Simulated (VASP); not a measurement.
Here is a VASP 6.6.1 calculation.

The input INCAR:

```
SYSTEM = AgPAu3
PREC     = Accurate       ! precision mode
ENCUT    = 520            ! plane-wave cutoff, eV
EDIFF    = 1E-6           ! SCF threshold, eV
ISMEAR   = 0              ! smearing method
SIGMA    = 0.1            ! smearing width, eV
LREAL    = .False.        ! projectors in reciprocal space
LASPH    = .True.         ! aspherical terms in the spheres
NELM     = 100            ! most SCF steps
ALGO     = Normal         ! electronic algorithm
ISIF     = 2              ! what is computed and relaxed
LWAVE    = .False.        ! write WAVECAR
LCHARG   = .False.        ! write CHGCAR
GGA      = PE             ! functional
NBANDS   = 32             ! bands
```

Contents of KPOINTS:

```
regular mesh
0
Gamma
  4 4 4
  0 0 0
```

POSCAR

```
AgPAu3
1.0
    4.4401792900      0.0000000000      0.0000000000
    0.0000000000      4.4401792900      0.0000000000
    0.0000000000      0.0000000000      4.4401792900
Ag P Au
1 1 3
Direct
    0.0000000000      0.0000000000      0.0000000000
    0.5000000000      0.5000000000      0.5000000000
    0.0000000000      0.5000000000      0.5000000000
    0.5000000000      0.0000000000      0.5000000000
    0.5000000000      0.5000000000      0.0000000000
```

Potentials or basis: VASP PAW PBE potentials, release 64 (Ag, P, Au).

Command:

```sh
$ cat potpaw_PBE.64/Ag/POTCAR potpaw_PBE.64/P/POTCAR potpaw_PBE.64/Au/POTCAR > POTCAR
$ mpirun -np 1 vasp_std > vasp.out
```

(1) What does it give for the pressure?

(2) What does it give for the band gap on the k mesh?

Answers

(1) 25.8 GPa.

(2) zero (an odd number of electrons rules out a gap without spin polarisation).

Caveat: the cell stands under pressure; spin-orbit coupling is left out, which moves the levels of the heavy elements.
